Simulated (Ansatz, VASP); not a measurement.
Two plane-wave programs on Hf

```
Hf
1.0
     3.19972    0.00000    0.00000
    -1.59986    2.77104    0.00000
     0.00000    0.00000   10.23366
Hf
4
Direct
  0.00000 0.00000 0.00000
  0.00000 0.00000 0.50000
  0.33333 0.66667 0.25000
  0.66667 0.33333 0.75000
```

Alike in both runs: functional PBE; k mesh 11 × 11 × 3; occupations fermi-dirac, width 0.1 eV; no spin polarisation.

Ansatz relaxed the structure, and its values are those at the end. VASP's run is a single point on that final structure, the one shown.

```csv
,VASP,Ansatz
version,VASP 6.6.1,Ansatz 0.2.0
potentials or method,"VASP PAW PBE potentials, release 64 (Hf_pv), cutoff 520 eV","plane waves (420 eV) with PAW, scalar-relativistic"
valence electrons in the cell,40,104
```

VASP gave:

```
pressure (GPa) : -0.4
```

Question: Estimate Ansatz's values.

Answer: Pressure (GPa): 0.0.

VASP's potentials hold 40 valence electrons a cell and Ansatz's 104, so a difference there can come from the potentials and not from the codes.

Neither program's run includes spin-orbit coupling.
